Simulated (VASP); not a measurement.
ZnInGaO4, 7 atoms in the cell. The structure is trigonal, space group R3m (No. 160). Conventional cell: a = 3.322 Å, b = 3.322 Å, c = 25.847 Å, α = 90.00°, β = 90.00°, γ = 120.00°. Within 2.6 Å of Zn (site symmetry 3m) lie 5 O at 1.98 to 2.53 Å. Within 2.9 Å of In (site symmetry 3m) lie 6 O at 2.19 to 2.20 Å. Within 2.5 Å of Ga (site symmetry 3m) lie 5 O at 1.92 to 1.98 Å. O (site symmetry 3m) has 1 Zn at 1.98 Å and 3 In at 2.19 Å within 2.6 Å. Within 2.6 Å of O (site symmetry 3m) lie 1 Ga at 1.96 Å and 3 In at 2.20 Å. O (site symmetry 3m) has 3 Ga at 1.92 Å and 1 Zn at 2.53 Å within 2.6 Å. Within 2.6 Å of O (site symmetry 3m) lie 1 Ga at 1.98 Å and 3 Zn at 2.00 Å. 

| Quantity | Value |
| --- | --- |
| Program | VASP 6.6.1 |
| Task | single point |
| Functional | PBE |
| Potentials or basis | VASP PAW PBE potentials, release 64 (Zn, In_d, Ga_d, O) |
| Cutoff | 520 eV |
| k mesh | 8 × 8 × 8 |
| Occupations | gaussian, width 0.01 eV |
| Spin | no spin polarisation |
| Dipole correction | no |
| Further INCAR settings | ALGO = Normal; EDIFF = 1e-07; NBANDS = 40 |

Potentials or basis: VASP PAW PBE potentials, release 64 (Zn, In_d, Ga_d, O).

The run is started by

```sh
$ cat potpaw_PBE.64/Zn/POTCAR potpaw_PBE.64/In_d/POTCAR potpaw_PBE.64/Ga_d/POTCAR potpaw_PBE.64/O/POTCAR > POTCAR
$ mpirun -np 1 vasp_std > vasp.out
```

Hardware: 1 thread of Intel(R) Xeon(R) 6975P-C (Granite Rapids), with other jobs on the host.

Problem. How long does it take, and how much memory?

Solution. It took 22 min on 1 thread of Intel(R) Xeon(R) 6975P-C (Granite Rapids) (shared host), peak memory 0.82 GiB. Counts: scf iterations 17, k points 65.
